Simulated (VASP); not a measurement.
Write the native input for VASP 6.6.1 that does the following.

```
Task                   : single point
Functional             : LDA
Potentials or basis    : VASP PAW LDA potentials, release 64 (Zr_sv, Os)
Cutoff                 : 520 eV
k mesh                 : 14 × 14 × 14
Occupations            : gaussian, width 0.1 eV
Spin                   : no spin polarisation
Dipole correction      : no
Further INCAR settings : ALGO = Normal; EDIFF = 1e-07; NBANDS = 17
```

The structure of ZrOs lies in POSCAR:

```
ZrOs
1.0
    3.2266697554      0.0000000000      0.0000000000
    0.0000000000      3.2266697554      0.0000000000
    0.0000000000      0.0000000000      3.2266697554
Zr Os
1 1
Direct
    0.5000000000      0.5000000000      0.5000000000
    0.0000000000      0.0000000000      0.0000000000
```

The input as run:

INCAR

```
SYSTEM = ZrOs
ALGO = Normal
EDIFF = 1E-7
ENCUT = 520
GGA = CA
ISIF = 2
ISMEAR = 0
LASPH = .True.
LCHARG = .True.
LELF = .True.
LREAL = .False.
LVHAR = .True.
LWAVE = .False.
NBANDS = 17
NELM = 100
PREC = Accurate
SIGMA = 0.1
```

KPOINTS

```
k-points
0
Gamma
  14 14 14
  0 0 0
```

Potentials or basis: VASP PAW LDA potentials, release 64 (Zr_sv, Os).

The run is started by

```bash
$ cat potpaw_LDA.64/Zr_sv/POTCAR potpaw_LDA.64/Os/POTCAR > POTCAR
$ mpirun -np 1 vasp_std > vasp.out
```

It gave:

```
Pressure               : 0.4 GPa
Band gap on the k mesh : zero (band 10 reaches 10.76 eV, above the bottom of band 11 at 9.32 eV)
```

Caveat: spin-orbit coupling is left out, which moves the levels of the heavy elements.

It took 21 s on 1 thread of Intel(R) Xeon(R) Platinum 8488C (Sapphire Rapids), on a shared host, peak memory 0.18 GiB.
